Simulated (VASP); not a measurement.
# ZrHSe2 (P-3m1) in VASP: notebook

Runs on ZrHSe2. Level: PBE+D3(BJ). Tasks: single point, relaxation of cell and atoms.

Everything below comes from runs of VASP 6.6.1. Logs are shortened: lines on timing, memory, paths and dates and some standing lists are left out, and cuts for length are marked.

## Step 1: The cell of the first run

It takes space group P-3m1 (No. 164, trigonal). Conventional cell: a = 3.800 Å, b = 3.800 Å, c = 5.497 Å, α = 90.00°, β = 90.00°, γ = 120.00°. Within 3.6 Å of Zr (site symmetry -3m) lie 6 Se at 2.69 Å and 2 H at 2.75 Å. Within 3.3 Å of Se (site symmetry 3m) lie 3 H at 2.49 Å and 3 Zr at 2.69 Å and 3 Se at 3.23 Å. Within 3.3 Å of H (site symmetry -3m) lie 6 Se at 2.49 Å and 2 Zr at 2.75 Å.

## Step 2: Single point, PBE+D3(BJ)

INCAR reads:

```
SYSTEM = ZrHSe2
PREC     = Accurate       ! precision mode
ENCUT    = 520            ! plane-wave cutoff, eV
EDIFF    = 1E-6           ! SCF threshold, eV
ISMEAR   = 0              ! smearing method
SIGMA    = 0.1            ! smearing width, eV
LREAL    = .FALSE.        ! projectors in reciprocal space
LASPH    = .TRUE.         ! aspherical terms in the spheres
NELM     = 60             ! most SCF steps
ALGO     = Normal         ! electronic algorithm
ISIF     = 2              ! what is computed and relaxed
LWAVE    = .FALSE.        ! write WAVECAR
LCHARG   = .TRUE.         ! write CHGCAR
GGA      = PE             ! functional
IVDW     = 12             ! dispersion correction
LELF     = .TRUE.         ! ELF
LVHAR    = .TRUE.       
NBANDS   = 20             ! bands
```

KPOINTS reads:

```
Automatic mesh
0
G
  6 6 4
  0 0 0
```

POSCAR reads:

```
ZrHSe2
1.0
    3.7997223223      0.0000000000      0.0000000000
   -1.8998611612      3.2906560584      0.0000000000
    0.0000000000      0.0000000000      5.4973744372
Zr Se H
1 2 1
Direct
    0.0000000000      0.0000000000      0.0000000000
    0.3333333333      0.6666666667      0.2843690543
    0.6666666667      0.3333333333      0.7156309457
    0.0000000000      0.0000000000      0.5000000000
```

Potentials or basis: VASP PAW PBE potentials, release 64 (Zr_sv, Se, H).

Command:

```sh
cat potpaw_PBE.64/Zr_sv/POTCAR potpaw_PBE.64/Se/POTCAR potpaw_PBE.64/H/POTCAR > POTCAR
mpirun -np 1 vasp_std > vasp.out
```

OUTCAR:

```text
SYSTEM = ZrHSe2
   PREC = Accurate
   ENCUT = 520
   EDIFF = 1E-6
   ISMEAR = 0
   LREAL = .FALSE.
   LASPH = .TRUE.
   NELM = 60
   ISIF = 2
   GGA = PE
   IVDW = 12
 IVDW          = 12

 ion  position               nearest neighbor table
   1  0.000  0.000  0.000-   2 2.69   3 2.69   2 2.69   3 2.69   3 2.69   2 2.69
   2  0.333  0.667  0.284-   1 2.69   1 2.69   1 2.69
   3  0.667  0.333  0.716-   1 2.69   1 2.69   1 2.69
   4  0.000  0.000  0.500-

  LATTYP: Found a hexagonal cell.
 ALAT       =     3.7997223223
 C/A-ratio  =     1.4467832044

  Lattice vectors:

 A1 = (   3.7997223223,   0.0000000000,   0.0000000000)
 A2 = (  -1.8998611612,   3.2906560584,   0.0000000000)
 A3 = (   0.0000000000,   0.0000000000,   5.4973744372)

Analysis of symmetry for initial positions (statically):
=====================================================================
 Subroutine PRICEL returns:
 Original cell was already a primitive cell.

 Routine SETGRP: Setting up the symmetry group for a
 hexagonal supercell.

 Subroutine GETGRP returns: Found 12 space group operations
 (whereof 12 operations were pure point group operations)
 out of a pool of 24 trial point group operations.

The static configuration has the point symmetry D_3d.

Analysis of symmetry for dynamics (positions and initial velocities):
=====================================================================
 Subroutine PRICEL returns:
 Original cell was already a primitive cell.

 Routine SETGRP: Setting up the symmetry group for a
 hexagonal supercell.

 Subroutine GETGRP returns: Found 12 space group operations
 (whereof 12 operations were pure point group operations)
 out of a pool of 24 trial point group operations.

The dynamic configuration has the point symmetry D_3d.

 Subroutine INISYM returns: Found 12 space group operations
 (whereof 12 operations are pure point group operations),
 and found     1 'primitive' translations

----------------------------------------------------------------------------------------

                                     Primitive cell

  volume of cell :      68.7369

  direct lattice vectors                    reciprocal lattice vectors
     3.799722322  0.000000000  0.000000000     0.263177126  0.151945384  0.000000000
    -1.899861161  3.290656058  0.000000000     0.000000000  0.303890769  0.000000000
     0.000000000  0.000000000  5.497374437     0.000000000  0.000000000  0.181905019

  length of vectors
     3.799722322  3.799722322  5.497374437     0.303890769  0.303890769  0.181905019

  position of ions in fractional coordinates (direct lattice)
     0.000000000  0.000000000  0.000000000
     0.333333333  0.666666667  0.284369054
     0.666666667  0.333333333  0.715630946
     0.000000000  0.000000000  0.500000000

  ion indices of the primitive-cell ions
   primitive index   ion index
                 1           1
                 2           2
                 3           3
                 4           4

----------------------------------------------------------------------------------------

 KPOINTS: Automatic mesh

Automatic generation of k-mesh.
 Grid dimensions read from file:
 generate k-points for:    6    6    4

 Generating k-lattice:

  Cartesian coordinates                     Fractional coordinates (reciprocal lattice)
     0.043862854  0.025324231  0.000000000     0.166666667 -0.000000000  0.000000000
     0.000000000  0.050648461  0.000000000     0.000000000  0.166666667  0.000000000
     0.000000000  0.000000000  0.045476255     0.000000000  0.000000000  0.250000000

  Length of vectors
     0.050648461  0.050648461  0.045476255

  Shift w.r.t. Gamma in fractional coordinates (k-lattice)
     0.000000000  0.000000000  0.000000000

 Subroutine IBZKPT returns following result:
 ===========================================

 Found     24 irreducible k-points:

 Following reciprocal coordinates:
            Coordinates               Weight
  0.000000  0.000000  0.000000      1.000000
  0.166667 -0.000000  0.000000      6.000000
  0.333333  0.000000  0.000000      6.000000
  0.500000 -0.000000  0.000000      3.000000
  0.166667  0.166667  0.000000      6.000000
  0.333333  0.166667  0.000000     12.000000
[... 16 lines left out ...]
  0.333333  0.166667  0.500000     12.000000
  0.333333  0.333333  0.500000      2.000000
   k-points           NKPTS =     24   k-points in BZ     NKDIM =     24   number of bands    NBANDS=     20
   number of dos      NEDOS =    301   number of ions     NIONS =      4
   total plane-waves  NPLWV =  32928
   dimension x,y,z NGX =    28 NGY =   28 NGZ =   42
   dimension x,y,z NGXF=    56 NGYF=   56 NGZF=   84
   ions per type =               1   2   1
   NGX,Y,Z   is equivalent  to a cutoff of  12.25, 12.25, 12.70 a.u.
   NGXF,Y,Z  is equivalent  to a cutoff of  24.50, 24.50, 25.40 a.u.
 SYSTEM =  ZrHSe2
   PREC   = accura    normal or accurate (medium, high low for compatibility)
   ISTART =      0    job   : 0-new  1-cont  2-samecut
   ICHARG =      2    charge: 1-file 2-atom 10-const
   ISPIN  =      1    spin polarized calculation?
   LNONCOLLINEAR =      F non collinear calculations
   LSORBIT =      F    spin-orbit coupling
   LASPH  =      T    aspherical Exc in radial PAW
   ENCUT  =  520.0 eV  38.22 Ry    6.18 a.u.   7.06  7.06 10.22*2*pi/ulx,y,z
   NELM   =     60;   NELMIN=  2; NELMDL= -5     # of ELM steps
   EDIFF  = 0.1E-05   stopping-criterion for ELM
   LREAL  =      F    real-space projection
   EDIFFG = 0.1E-04   stopping-criterion for IOM
   NSW    =      0    number of steps for IOM
   IBRION =     -1    ionic relax: 0-MD 1-quasi-New 2-CG
   NFREE  =      0    steps in history (QN), initial steepest desc. (CG)
   ISIF   =      2    stress and relaxation
   ISYM   =      2    0-nonsym 1-usesym 2-fastsym
   POTIM  = 0.5000    time-step for ionic-motion
   TEBEG  =    0.0;   TEEND  =   0.0 temperature during run
   PSTRESS=    0.0 pullay stress
   NELECT =      25.0000    total number of electrons
   NUPDOWN=      -1.0000    fix difference up-down
   EMIN   =  10.00;   EMAX   =-10.00  energy-range for DOS
   EFERMI =   0.00;   METHOD = LEGACY
   ISMEAR =     0;   SIGMA  =   0.10  broadening in eV -4-tet -1-fermi 0-gaus
   EFERMI_NEDOS =   21; number of points for ismear=-14 and -15
   IALGO  =     38    algorithm
   IMIX   =      4    mixing-type and parameters
     AMIX     =   0.40;   BMIX     =  1.00
     AMIX_MAG =   1.60;   BMIX_MAG =  1.00
  volume/ion in A,a.u.               =      17.18       115.96
  Fermi-wavevector in a.u.,A,eV,Ry     =   1.168580  2.208295 18.579818  1.365578
  Thomas-Fermi vector in A             =   2.305064
   LORBIT       =      0    0 simple, 1 ext, 2 COOP (PROOUT), +10 PAW based schemes
   GGA     = PE    functional components
   LHFCALC =     F    Hartree Fock is set to
   AEXX    =    0.0000 exact exchange contribution
   IVDW    =    12    specifies the selected vdW correction
   LEPSILON=     F    determine dielectric tensor
   LRPA    =     F    only Hartree local field effects (RPA)
 non-spin polarized calculation
 Gauss-broadening in eV      SIGMA  =   0.10
  energy-cutoff  :      520.00
  volume of cell :       68.74
 maximum number of plane-waves:      1875
   NGX = 15   NGY = 15   NGZ = 21

 number of electron      25.0000000 magnetization

 Free energy of the ion-electron system (eV)
  ---------------------------------------------------
  ext. energy  EPLUGINS =         0.00000000
  ---------------------------------------------------
  free energy    TOTEN  =       -20.70441470 eV

  energy without entropy =      -20.68643937  energy(sigma->0) =      -20.69542704

 E-fermi :   6.2042     XC(G=0): -10.4905

 val. band max:        6.1944137710   @ k =   0.1667  -0.0000   0.0000
 cond. band min:       6.2255741836   @ k =  -0.1667   0.5000   0.2500
 fundamental gap:      0.0311604126
 Fermi energy:         6.2042301236

 k-point     1 :       0.0000    0.0000    0.0000
  band No.  band energies     occupation
      1     -43.2976      2.00000
      2     -21.3737      2.00000
      3     -21.2665      2.00000
      4     -21.2665      2.00000
      5      -8.1721      2.00000
      6      -6.0125      2.00000
[... 12 lines left out ...]
     19      10.1053      0.00000
     20      12.9973      0.00000

 k-point     2 :       0.1667   -0.0000    0.0000
  band No.  band energies     occupation
      1     -43.2945      2.00000
      2     -21.3625      2.00000
      3     -21.3142      2.00000
      4     -21.2767      2.00000
      5      -7.9000      2.00000
      6      -6.0860      2.00000
[... 12 lines left out ...]
     19      11.5619      0.00000
     20      12.8906      0.00000

 k-point     3 :       0.3333    0.0000    0.0000
  band No.  band energies     occupation
      1     -43.2884      2.00000
      2     -21.4086      2.00000
      3     -21.3388      2.00000
      4     -21.2969      2.00000
      5      -7.2333      2.00000
      6      -6.2732      2.00000
[... 12 lines left out ...]
     19      12.4702      0.00000
     20      13.4631      0.00000

 k-point     4 :       0.5000   -0.0000    0.0000
  band No.  band energies     occupation
      1     -43.2853      2.00000
      2     -21.4545      2.00000
      3     -21.3274      2.00000
      4     -21.3070      2.00000
      5      -6.6128      2.00000
      6      -6.5907      2.00000
[... 429 lines left out ...]
 k-point    23 :       0.3333    0.1667    0.5000
  band No.  band energies     occupation
      1     -43.2853      2.00000
      2     -21.4292      2.00000
      3     -21.3341      2.00000
      4     -21.3278      2.00000
      5      -6.8470      2.00000
      6      -6.3115      2.00000
[... 12 lines left out ...]
     19      12.7343      0.00000
     20      13.6361      0.00000

 k-point    24 :       0.3333    0.3333    0.5000
  band No.  band energies     occupation
      1     -43.2838      2.00000
      2     -21.3948      2.00000
      3     -21.3948      2.00000
      4     -21.3243      2.00000
      5      -6.5028      2.00000
      6      -6.5028      2.00000
[... 12 lines left out ...]
     19      13.4178      0.00000
     20      13.4178      0.00000

------------------------ aborting loop because EDIFF is reached ----------------------------------------

 Edisp (eV)   -1.51943

 E8    (eV) :    -0.6543

  FORCE on cell =-STRESS in cart. coord.  units (eV):
  Direction    XX          YY          ZZ          XY          YZ          ZX
  --------------------------------------------------------------------------------------
  -------------------------------------------------------------------------------------
  Total       0.04941     0.04941     0.00752    -0.00000     0.00000    -0.00000
  in kB       1.15172     1.15172     0.17530    -0.00000     0.00000    -0.00000
  external pressure =        0.83 kB  Pullay stress =        0.00 kB

 VOLUME and BASIS-vectors are now :
 -----------------------------------------------------------------------------
  energy-cutoff  :      520.00
  volume of cell :       68.74
      direct lattice vectors                 reciprocal lattice vectors
     3.799722322  0.000000000  0.000000000     0.263177126  0.151945384  0.000000000
    -1.899861161  3.290656058  0.000000000     0.000000000  0.303890769  0.000000000
     0.000000000  0.000000000  5.497374437     0.000000000  0.000000000  0.181905019

 POSITION                                       TOTAL-FORCE (eV/Angst)
 -----------------------------------------------------------------------------------
      0.00000      0.00000      0.00000        -0.000000      0.000000      0.000000
     -0.00000      2.19377      1.56328         0.000000      0.000000      0.016766
      1.89986      1.09689      3.93409        -0.000000      0.000000     -0.016766
      0.00000      0.00000      2.74869        -0.000000      0.000000      0.000000
 -----------------------------------------------------------------------------------
    total drift:                                0.000000      0.000000      0.000000

  FREE ENERGIE OF THE ION-ELECTRON SYSTEM (eV)
  ---------------------------------------------------
  free  energy   TOTEN  =       -22.2238465595 eV

  energy  without entropy=      -22.2058712321  energy(sigma->0) =      -22.21485890
```

Wall time 29 s (1 thread of Intel Xeon Platinum 8259CL at 2.50GHz (Skylake/Cascade Lake), shared host); peak memory 0.2 GiB.

Results:

```
Free energy                : -22.2238 eV
Pressure                   : 0.1 GPa
Largest force              : 0.017 eV/Å
Band gap on the k mesh     : zero (an odd number of electrons rules out a gap without spin polarisation)
Dispersion energy per atom : -0.380 eV
```

Forces in eV/Å, atoms in the order of the input:
```
Zr   0.000  0.000  0.000
Se   0.000  0.000  0.017
Se   0.000  0.000 -0.017
H    0.000  0.000  0.000
```

Caveat: an odd number of electrons without spin polarisation forces a metal; a magnetic or distorted state may lie lower.

(Part 1 of 2 ends here.)

The gap in the log of VASP goes by the Fermi energy; the results here count the filled bands.